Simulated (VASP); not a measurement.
# Se (P3_121) in VASP: a series of runs

Se is run at these levels: PBE; tasks: relaxation of cell and atoms.

Everything below comes from runs of VASP 6.6.1. Logs are shortened: lines on timing, memory, paths and dates and some standing lists are left out, and cuts for length are marked.

## (1) The cell of the first run

Symmetry: P3_121, No. 152, trigonal system. The conventional cell has a = 4.409 Å, b = 4.409 Å, c = 5.003 Å, α = 90.00°, β = 90.00°, γ = 120.00°. Se (site symmetry 2) has 2 Se at 2.40 Å within 3.2 Å.

## (2) Relaxation of cell and atoms, PBE, non-collinear spin, zero start, spin-orbit coupling (28.08 Å³/atom)

POSCAR reads:

```
Se
1.0
    4.4094325146      0.0000000000      0.0000000000
   -2.2047162573      3.8186805739      0.0000000000
    0.0000000000      0.0000000000      5.0026487344
Se
3
Direct
    0.7746000000      0.7746000000      0.0000000000
    0.0000000000      0.2254000000      0.6666666667
    0.2254000000      0.0000000000      0.3333333333
```

INCAR.step1 reads:

```
  GGA = PE
  LSORBIT = T
  MAGMOM = 0 0 0 0 0 0 0 0 0
  LORBIT = 11
  ISMEAR = 0
  SIGMA = 0.03
  LWAVE = F
  LCHARG = F
  NSW = 80
  PREC = Accurate
  LASPH = T
  LREAL = F
  ALGO = Normal
  EDIFF = 1E-7
  NELM = 200
  GGA_COMPAT = F
  IBRION = 2
  ISIF = 3
  EDIFFG = -0.002
  NELMIN = 4
  ENCUT = 650
  EFERMI = MIDGAP
  KPAR = 4
  POTIM = 0.5
```

INCAR.step4 reads:

```
  GGA = PE
  LSORBIT = T
  MAGMOM = 0 0 0 0 0 0 0 0 0
  LORBIT = 11
  ISMEAR = 0
  SIGMA = 0.03
  LWAVE = F
  LCHARG = F
  PREC = Accurate
  LASPH = T
  LREAL = F
  ALGO = Normal
  EDIFF = 1E-7
  NELM = 200
  GGA_COMPAT = F
  ISIF = 2
  ENCUT = 650
  EFERMI = MIDGAP
  KPAR = 4
```

KPOINTS reads:

```
Automatic mesh
0
Gamma
  7 7 6
  0 0 0
```

Potentials or basis: VASP PAW PBE potentials, release 64 (Se).

Launch:

```sh
cat potpaw_PBE.64/Se/POTCAR > POTCAR
cp INCAR.step1 INCAR
cp POSCAR.step1 POSCAR
mpirun -np 4 vasp_ncl > vasp.out
cp CONTCAR POSCAR
mpirun -np 4 vasp_ncl > vasp.out
cp CONTCAR POSCAR
mpirun -np 4 vasp_ncl > vasp.out
cp CONTCAR POSCAR
cp INCAR.step4 INCAR
mpirun -np 4 vasp_ncl > vasp.out
```

OUTCAR:

```text
GGA = PE
   LSORBIT = T
   LORBIT = 11
   ISMEAR = 0
   PREC = Accurate
   LASPH = T
   LREAL = F
   EDIFF = 1E-7
   NELM = 200
   ISIF = 2
   ENCUT = 650
   EFERMI = MIDGAP

 ion  position               nearest neighbor table
   1  0.780  0.780  0.000-   2 2.41   3 2.41
   2  0.000  0.220  0.667-   1 2.41   3 2.41
   3  0.220  0.000  0.333-   1 2.41   2 2.41

  LATTYP: Found a hexagonal cell.
 ALAT       =     4.5165200900
 C/A-ratio  =     1.1185324615

  Lattice vectors:

 A1 = (   4.5165200900,  -0.0000000000,   0.0000000000)
 A2 = (  -2.2582600450,   3.9114211347,   0.0000000000)
 A3 = (   0.0000000000,   0.0000000000,   5.0518743337)

Analysis of symmetry for initial positions (statically):
=====================================================================
 Subroutine PRICEL returns:
 Original cell was already a primitive cell.

 Routine SETGRP: Setting up the symmetry group for a
 hexagonal supercell.

 Subroutine GETGRP returns: Found  6 space group operations
 (whereof  2 operations were pure point group operations)
 out of a pool of 24 trial point group operations.

The static configuration has the point symmetry C_2 .
 The point group associated with its full space group is D_3 .

Analysis of symmetry for dynamics (positions and initial velocities):
=====================================================================
 Subroutine PRICEL returns:
 Original cell was already a primitive cell.

 Routine SETGRP: Setting up the symmetry group for a
 hexagonal supercell.

 Subroutine GETGRP returns: Found  6 space group operations
 (whereof  2 operations were pure point group operations)
 out of a pool of 24 trial point group operations.

The dynamic configuration has the point symmetry C_2 .
 The point group associated with its full space group is D_3 .

Analysis of structural, dynamic, and magnetic symmetry:
=====================================================================
 Subroutine PRICEL returns:
 Original cell was already a primitive cell.

 Routine SETGRP: Setting up the symmetry group for a
 hexagonal supercell.

 Subroutine GETGRP returns: Found  6 space group operations
 (whereof  2 operations were pure point group operations)
 out of a pool of 24 trial point group operations.

The overall configuration has the point symmetry C_2 .
 The point group associated with its full space group is D_3 .

 Subroutine INISYM returns: Found  6 space group operations
 (whereof  2 operations are pure point group operations),
 and found     1 'primitive' translations

----------------------------------------------------------------------------------------

                                     Primitive cell

  volume of cell :      89.2465

  direct lattice vectors                    reciprocal lattice vectors
     4.516520090 -0.000000000  0.000000000     0.221409399  0.127830776  0.000000000
    -2.258260045  3.911421135  0.000000000     0.000000000  0.255661553  0.000000000
     0.000000000  0.000000000  5.051874334     0.000000000  0.000000000  0.197946333

  length of vectors
     4.516520090  4.516520090  5.051874334     0.255661553  0.255661553  0.197946333

  position of ions in fractional coordinates (direct lattice)
     0.780487306  0.780487306  0.000000000
     0.000000000  0.219512694  0.666666667
     0.219512694  1.000000000  0.333333333

  ion indices of the primitive-cell ions
   primitive index   ion index
                 1           1
                 2           2
                 3           3

----------------------------------------------------------------------------------------

 KPOINTS: Automatic mesh

Automatic generation of k-mesh.
 Grid dimensions read from file:
 generate k-points for:    7    7    6

 Generating k-lattice:

  Cartesian coordinates                     Fractional coordinates (reciprocal lattice)
     0.031629914  0.018261539  0.000000000     0.142857143  0.000000000  0.000000000
     0.000000000  0.036523079  0.000000000    -0.000000000  0.142857143  0.000000000
     0.000000000  0.000000000  0.032991056     0.000000000  0.000000000  0.166666667

  Length of vectors
     0.036523079  0.036523079  0.032991056

  Shift w.r.t. Gamma in fractional coordinates (k-lattice)
     0.000000000  0.000000000  0.000000000

 Subroutine IBZKPT returns following result:
 ===========================================

 Found     58 irreducible k-points:

 Following reciprocal coordinates:
            Coordinates               Weight
  0.000000  0.000000  0.000000      1.000000
  0.142857  0.000000  0.000000      6.000000
  0.285714 -0.000000  0.000000      6.000000
  0.428571  0.000000  0.000000      6.000000
  0.142857  0.142857  0.000000      3.000000
 -0.142857 -0.142857  0.000000      3.000000
[... 16 lines left out ...]
 -0.285714 -0.142857 -0.166667      6.000000
 -0.142857  0.428571  0.166667      6.000000
 [... further k-points ...]
   k-points           NKPTS =     58   k-points in BZ     NKDIM =     58   number of bands    NBANDS=     26
   number of dos      NEDOS =    301   number of ions     NIONS =      3
   total plane-waves  NPLWV =  67200
   dimension x,y,z NGX =    40 NGY =   40 NGZ =   42
   dimension x,y,z NGXF=    80 NGYF=   80 NGZF=   84
   ions per type =               3
   NGX,Y,Z   is equivalent  to a cutoff of  14.72, 14.72, 13.82 a.u.
   NGXF,Y,Z  is equivalent  to a cutoff of  29.45, 29.45, 27.64 a.u.
 SYSTEM =  unknown system
   PREC   = accura    normal or accurate (medium, high low for compatibility)
   ISTART =      0    job   : 0-new  1-cont  2-samecut
   ICHARG =      2    charge: 1-file 2-atom 10-const
   ISPIN  =      1    spin polarized calculation?
   LNONCOLLINEAR =      T non collinear calculations
   LSORBIT =      T    spin-orbit coupling
   LASPH  =      T    aspherical Exc in radial PAW
   ENCUT  =  650.0 eV  47.77 Ry    6.91 a.u.   9.39  9.39 10.50*2*pi/ulx,y,z
   NELM   =    200;   NELMIN=  2; NELMDL=  0     # of ELM steps
   EDIFF  = 0.1E-06   stopping-criterion for ELM
   LREAL  =      F    real-space projection
   EDIFFG = 0.1E-05   stopping-criterion for IOM
   NSW    =      0    number of steps for IOM
   IBRION =     -1    ionic relax: 0-MD 1-quasi-New 2-CG
   NFREE  =      0    steps in history (QN), initial steepest desc. (CG)
   ISIF   =      2    stress and relaxation
   ISYM   =      2    0-nonsym 1-usesym 2-fastsym
   POTIM  = 0.5000    time-step for ionic-motion
   TEBEG  =    0.0;   TEEND  =   0.0 temperature during run

   SCALEE = 1.0000    scale energy and forces
   PSTRESS=    0.0 pullay stress
   NELECT =      18.0000    total number of electrons
   NUPDOWN=      -1.0000    fix difference up-down
   EMIN   =  10.00;   EMAX   =-10.00  energy-range for DOS
   EFERMI =   0.00;   METHOD = MIDGAP
   ISMEAR =     0;   SIGMA  =   0.03  broadening in eV -4-tet -1-fermi 0-gaus
   EFERMI_NEDOS =   21; number of points for ismear=-14 and -15
   IALGO  =     38    algorithm
   IMIX   =      4    mixing-type and parameters
     AMIX     =   0.40;   BMIX     =  1.00
     AMIX_MAG =   1.60;   BMIX_MAG =  1.00
  volume/ion in A,a.u.               =      29.75       200.75
  Fermi-wavevector in a.u.,A,eV,Ry     =   0.960068  1.814265 12.540905  0.921730
  Thomas-Fermi vector in A             =   2.089320
   LORBIT       =     11    0 simple, 1 ext, 2 COOP (PROOUT), +10 PAW based schemes
   GGA     = PE    functional components
   LHFCALC =     F    Hartree Fock is set to
   AEXX    =    0.0000 exact exchange contribution
   IVDW    =     0    specifies the selected vdW correction
   LEPSILON=     F    determine dielectric tensor
   LRPA    =     F    only Hartree local field effects (RPA)

   CSHIFT  =0.1000    complex shift for real part using Kramers Kronig

   OMEGAMAX=  -1.0    maximum frequency
 Gauss-broadening in eV      SIGMA  =   0.03
  energy-cutoff  :      650.00
  volume of cell :       89.25
 maximum number of plane-waves:      6786
 NGX is ok and might be reduce to    40
   NGX = 19   NGY = 19   NGZ = 21

 number of electron      18.0000000 magnetization       0.0000000      0.0000000      0.0000000

 number of electron      18.0000001 magnetization      -0.0000000     -0.0000000     -0.0000000

 number of electron      18.0000001 magnetization       0.0000000      0.0000000     -0.0000000

 number of electron      18.0000001 magnetization       0.0000000     -0.0000000     -0.0000000

 Free energy of the ion-electron system (eV)
  ---------------------------------------------------
  ext. energy  EPLUGINS =         0.00000000
  ---------------------------------------------------
  free energy    TOTEN  =       -10.58039501 eV

  energy without entropy =      -10.58039501  energy(sigma->0) =      -10.58039501

 E-fermi :   2.4192     XC(G=0):  -8.4353

 val. band max:        1.8452483878   @ k =  -0.4286  -0.1429   0.5000
 cond. band min:       2.9931281545   @ k =   0.2857   0.2857   0.5000
 fundamental gap:      1.1478797667
 Fermi energy:         2.4191882712

 k-point     1 :       0.0000    0.0000    0.0000
  band No.  band energies     occupation
      1     -13.5105      1.00000
      2     -13.5105      1.00000
      3      -9.7103      1.00000
      4      -9.7103      1.00000
      5      -9.7095      1.00000
      6      -9.7095      1.00000
[... 685 lines left out ...]
     25       7.9421      0.00000
     26       7.9563      0.00000

 [... further k-points ...]
[... 5 lines left out ...]
  --------------------------------------------------------------------------------------
  -------------------------------------------------------------------------------------
  Total       -0.0007293     -0.0007293     -0.0004450      0.0000000      0.0000000     -0.0000000
  in kB       -0.0130921     -0.0130921     -0.0079884      0.0000000      0.0000000     -0.0000000
  external PRESSURE =      -0.0113909 kB  Pullay stress =       0.0000000 kB

 VOLUME and BASIS-vectors are now :
 -----------------------------------------------------------------------------
  energy-cutoff  :      650.00
  volume of cell :       89.25
      direct lattice vectors                 reciprocal lattice vectors
     4.516520090 -0.000000000  0.000000000     0.221409399  0.127830776  0.000000000
    -2.258260045  3.911421135  0.000000000     0.000000000  0.255661553  0.000000000
     0.000000000  0.000000000  5.051874334     0.000000000  0.000000000  0.197946333

 POSITION                                       TOTAL-FORCE (eV/Angst)
 -----------------------------------------------------------------------------------
      1.76254      3.05281      0.00000         0.000528      0.000915      0.000000
     -0.49572      0.85861      3.36792         0.000528     -0.000915      0.000000
      0.99143     -0.00000      1.68396        -0.001056      0.000000     -0.000000
 -----------------------------------------------------------------------------------
    total drift:                               -0.000000     -0.000000     -0.000000

  FREE ENERGIE OF THE ION-ELECTRON SYSTEM (eV)
  ---------------------------------------------------
  free  energy   TOTEN  =       -10.5803950072 eV

  energy  without entropy=      -10.5803950072  energy(sigma->0) =      -10.58039501

 Spin-Orbit-Coupling matrix elements

 Ion:    1  E_soc:     -0.0464086
 l=   1
     0.0000000    -0.0074884    -0.0077616
    -0.0074884     0.0000000    -0.0079569
    -0.0077616    -0.0079569     0.0000000
 l=   2
     0.0000000     0.0000015     0.0000000     0.0000002     0.0000027
     0.0000015     0.0000000    -0.0000025    -0.0000004     0.0000017
     0.0000000    -0.0000025     0.0000000    -0.0000009     0.0000000
     0.0000002    -0.0000004    -0.0000009     0.0000000     0.0000004
     0.0000027     0.0000017     0.0000000     0.0000004     0.0000000
 l=   3
     0.0000000     0.0000000     0.0000000     0.0000000     0.0000000     0.0000000     0.0000000
     0.0000000     0.0000000     0.0000000     0.0000000     0.0000000     0.0000000     0.0000000
     0.0000000     0.0000000     0.0000000     0.0000000     0.0000000     0.0000000     0.0000000
     0.0000000     0.0000000     0.0000000     0.0000000     0.0000000     0.0000000     0.0000000
[... 29 lines left out ...]
 l=   2
     0.0000000    -0.0000003     0.0000000     0.0000025     0.0000027
    -0.0000003     0.0000000    -0.0000002    -0.0000004    -0.0000006
     0.0000000    -0.0000002     0.0000000    -0.0000032     0.0000000
     0.0000025    -0.0000004    -0.0000032     0.0000000     0.0000021
     0.0000027    -0.0000006     0.0000000     0.0000021     0.0000000
 l=   3
     0.0000000     0.0000000     0.0000000     0.0000000     0.0000000     0.0000000     0.0000000
     0.0000000     0.0000000     0.0000000     0.0000000     0.0000000     0.0000000     0.0000000
     0.0000000     0.0000000     0.0000000     0.0000000     0.0000000     0.0000000     0.0000000
     0.0000000     0.0000000     0.0000000     0.0000000     0.0000000     0.0000000     0.0000000
     0.0000000     0.0000000     0.0000000     0.0000000     0.0000000     0.0000000     0.0000000
     0.0000000     0.0000000     0.0000000     0.0000000     0.0000000     0.0000000     0.0000000
     0.0000000     0.0000000     0.0000000     0.0000000     0.0000000     0.0000000     0.0000000

 total charge

# of ion       s       p       d       tot
------------------------------------------
    1        1.510   2.166   0.051   3.727
    2        1.510   2.166   0.051   3.727
    3        1.510   2.166   0.051   3.727
--------------------------------------------------
tot          4.530   6.499   0.152  11.181

 magnetization (x)

# of ion       s       p       d       tot
------------------------------------------
    1        0.000  -0.000   0.000  -0.000
    2        0.000  -0.000   0.000  -0.000
    3       -0.000   0.000  -0.000   0.000
--------------------------------------------------
tot          0.000  -0.000  -0.000  -0.000

 magnetization (y)

# of ion       s       p       d       tot
------------------------------------------
    1        0.000  -0.000   0.000  -0.000
    2       -0.000   0.000  -0.000   0.000
    3       -0.000   0.000   0.000  -0.000
--------------------------------------------------
tot         -0.000  -0.000  -0.000  -0.000

 magnetization (z)

# of ion       s       p       d       tot
------------------------------------------
    1        0.000   0.000   0.000   0.000
    2        0.000   0.000   0.000   0.000
    3       -0.000  -0.000   0.000  -0.000
--------------------------------------------------
tot         -0.000   0.000   0.000   0.000
```

It took 19 min on 4 MPI ranks of Intel Xeon Platinum 8259CL at 2.50GHz (Skylake/Cascade Lake), shared host; peak memory 0.71 GiB.

Results:

```
Free energy                                           : -10.5804 eV
Relaxed volume                                        : 29.75 Å³/atom
Relaxed cell                                          : a = 4.517 Å, b = 4.517 Å, c = 5.052 Å, α = 90.00°, β = 90.00°, γ = 120.00°
Space group after relaxing (to 0.1 Å)                 : P3_121 (No. 152)
Energy gained by relaxing                             : 3.6 meV/atom
Ionic steps                                           : 14
Pressure after relaxing                               : 0.0 GPa
Net moment                                            : 0.00 μB per cell
Valence electrons inside the program's atomic spheres : Se 3.73
```

The path:
| step | energy change (eV) | largest force (eV/Å) | pressure (GPa) | volume (Å³) |
| --- | --- | --- | --- | --- |
| 1 | 0.0000 | 0.1459 | 1.25 | 84.24 |
| 2 | -0.0023 | 0.2488 | -0.85 | 86.93 |
| 3 | -0.0070 | 0.0762 | 0.06 | 85.69 |
| 4 | -0.0078 | 0.0580 | 0.06 | 85.91 |
| 5 | -0.0087 | 0.0179 | 0.05 | 86.37 |
| 6 | -0.0087 | 0.0098 | 0.05 | 86.46 |
| 7 | -0.0090 | 0.0084 | 0.05 | 86.68 |
| 8 | -0.0097 | 0.0038 | 0.05 | 87.32 |
| 9 | -0.0104 | 0.0088 | 0.06 | 88.62 |
| 10 | -0.0104 | 0.0143 | 0.07 | 89.11 |
| 11 | -0.0089 | 0.1126 | -0.50 | 90.25 |
| 12 | -0.0104 | 0.0009 | 0.00 | 89.25 |
| 13 | -0.0107 | 0.0011 | 0.00 | 89.25 |
| 14 | -0.0107 | 0.0011 | 0.00 | 89.25 |

Final structure:
```
CELL_PARAMETERS angstrom
4.51652 0.00000 0.00000
-2.25826 3.91142 0.00000
0.00000 0.00000 5.05187
ATOMIC_POSITIONS crystal
Se 0.78049 0.78049 0.00000
Se 0.00000 0.21951 0.66667
Se 0.21951 0.00000 0.33333
```

Moments on the atoms (μB; x, y, z):
```
Se  0.00 0.00 0.00
Se  0.00 0.00 0.00
Se  0.00 0.00 0.00
```

PBE usually gives volumes a little too large and moduli too small. Zero-point motion and thermal expansion aren't in these numbers.

## (3) Relaxation of cell and atoms, PBE, non-collinear spin, zero start, spin-orbit coupling (28.08 Å³/atom)

POSCAR is that of step 2.

INCAR.step1, as its differences from that of step 2:

```diff
@@ -9,3 +9,3 @@
   NSW = 80
-  PREC = Accurate
+  PREC = Normal
   LASPH = T
@@ -18,5 +18,5 @@
   ISIF = 3
-  EDIFFG = -0.002
+  EDIFFG = -0.01
   NELMIN = 4
-  ENCUT = 650
+  ENCUT = 550
   EFERMI = MIDGAP
```

INCAR.step2 reads:

```
  GGA = PE
  LSORBIT = T
  MAGMOM = 0 0 0 0 0 0 0 0 0
  LORBIT = 11
  ISMEAR = 0
  SIGMA = 0.03
  LWAVE = F
  LCHARG = F
  PREC = Normal
  LASPH = T
  LREAL = F
  ALGO = Normal
  EDIFF = 1E-7
  NELM = 200
  GGA_COMPAT = F
  ISIF = 2
  ENCUT = 550
  EFERMI = MIDGAP
  KPAR = 4
```

KPOINTS reads:

```
Automatic mesh
0
Gamma
  6 6 5
  0 0 0
```

Potentials or basis: VASP PAW PBE potentials, release 64 (Se).

Launch:

```sh
cat potpaw_PBE.64/Se/POTCAR > POTCAR
cp INCAR.step1 INCAR
cp POSCAR.step1 POSCAR
mpirun -np 4 vasp_ncl > vasp.out
cp CONTCAR POSCAR
cp INCAR.step2 INCAR
mpirun -np 4 vasp_ncl > vasp.out
```

Run time: 4.6 min. Hardware: 4 MPI ranks of Intel Xeon Platinum 8259CL at 2.50GHz (Skylake/Cascade Lake), shared host; peak memory 0.33 GiB.

It converged, with:

- Free energy: -10.5805 eV
- Relaxed volume: 29.84 Å³/atom
- Relaxed cell: a = 4.525 Å, b = 4.525 Å, c = 5.050 Å, α = 90.00°, β = 90.00°, γ = 120.00°
- Space group after relaxing (to 0.1 Å): P3_121 (No. 152)
- Energy gained by relaxing: 3.6 meV/atom
- Ionic steps: 12
- Pressure after relaxing: 0.0 GPa
- Net moment: 0.00 μB per cell
- Valence electrons inside the program's atomic spheres: Se 3.73

Step by step:
| step | energy change (eV) | largest force (eV/Å) | pressure (GPa) | volume (Å³) |
| --- | --- | --- | --- | --- |
| 1 | 0.0000 | 0.1450 | 1.26 | 84.24 |
| 2 | -0.0023 | 0.2509 | -0.85 | 86.94 |
| 3 | -0.0071 | 0.0778 | 0.07 | 85.70 |
| 4 | -0.0079 | 0.0597 | 0.06 | 85.93 |
| 5 | -0.0088 | 0.0188 | 0.05 | 86.43 |
| 6 | -0.0089 | 0.0093 | 0.05 | 86.54 |
| 7 | -0.0092 | 0.0081 | 0.05 | 86.80 |
| 8 | -0.0100 | 0.0037 | 0.04 | 87.55 |
| 9 | -0.0108 | 0.0095 | 0.06 | 89.07 |
| 10 | -0.0108 | 0.0131 | 0.06 | 89.42 |
| 11 | -0.0097 | 0.0979 | -0.43 | 90.33 |
| 12 | -0.0109 | 0.0004 | 0.00 | 89.53 |

Final structure:
```
Se
1.0
     4.52471    0.00000    0.00000
    -2.26235    3.91851    0.00000
     0.00000    0.00000    5.04959
Se
3
Cartesian
  1.7667 3.0600 0.0000
  -0.4956 0.8585 3.3664
  0.9913 0.0000 1.6832
```

Moments on the atoms (μB; x, y, z):
```
Se  0.00 0.00 0.00
Se  0.00 0.00 0.00
Se  0.00 0.00 0.00
```

PBE usually gives volumes a little too large and moduli too small. Zero-point motion and thermal expansion aren't in these numbers.
